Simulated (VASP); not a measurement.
A run of VASP 6.6.1:

POSCAR

```
InP
1.0
    0.0000000000      2.9348833962      2.9537876370
    2.9348833962      0.0000000000      2.9537876370
    2.9348833962      2.9348833962      0.0000000000
In P
1 1
Direct
    0.0000000000      0.0000000000      0.0000000000
    0.2500000000      0.2500000000      0.2500000000
```

File INCAR.step1:

```
PREC     = Accurate       # precision mode
ENCUT    = 520            # plane-wave cutoff, eV
ISMEAR   = 0              # smearing method
SIGMA    = 0.01           # smearing width, eV
LREAL    = False          # projectors in reciprocal space
LASPH    = True           # aspherical terms in the spheres
NELM     = 100            # most SCF steps
NBANDS   = 16             # bands
GGA      = PE             # functional
ALGO     = Normal         # electronic algorithm
EDIFF    = 1E-4           # SCF threshold, eV
LWAVE    = True           # write WAVECAR
LCHARG   = False          # write CHGCAR
```

INCAR.step2

```
PREC     = Accurate       # precision mode
ENCUT    = 520            # plane-wave cutoff, eV
EDIFF    = 1E-6           # SCF threshold, eV
ISMEAR   = 0              # smearing method
SIGMA    = 0.01           # smearing width, eV
LREAL    = False          # projectors in reciprocal space
LASPH    = True           # aspherical terms in the spheres
NELM     = 100            # most SCF steps
ALGO     = Normal         # electronic algorithm
ISIF     = 2              # what is computed and relaxed
LWAVE    = False          # write WAVECAR
LCHARG   = True           # write CHGCAR
METAGGA  = R2SCAN         # meta-GGA
LMIXTAU  = True         
LELF     = True           # ELF
LVHAR    = True         
NBANDS   = 16             # bands
ISTART   = 1
```

The input KPOINTS:

```
Automatic mesh
0
Gamma
  8 8 8
```

Potentials or basis: VASP PAW PBE potentials, release 64 (In_d, P).

Launch:

```bash
$ cat potpaw_PBE.64/In_d/POTCAR potpaw_PBE.64/P/POTCAR > POTCAR
$ cp INCAR.step1 INCAR
$ mpirun -np 1 vasp_std > vasp.out
$ cp INCAR.step2 INCAR
$ mpirun -np 1 vasp_std > vasp.out
```

Hardware: 1 thread of Intel(R) Xeon(R) Platinum 8488C (Sapphire Rapids) (shared host).

Problem. How long does it take, and how much memory?

Solution. Run time: 2 min on 1 thread of Intel(R) Xeon(R) Platinum 8488C (Sapphire Rapids) (shared host), peak memory 0.21 GiB. Counts: k points 59.
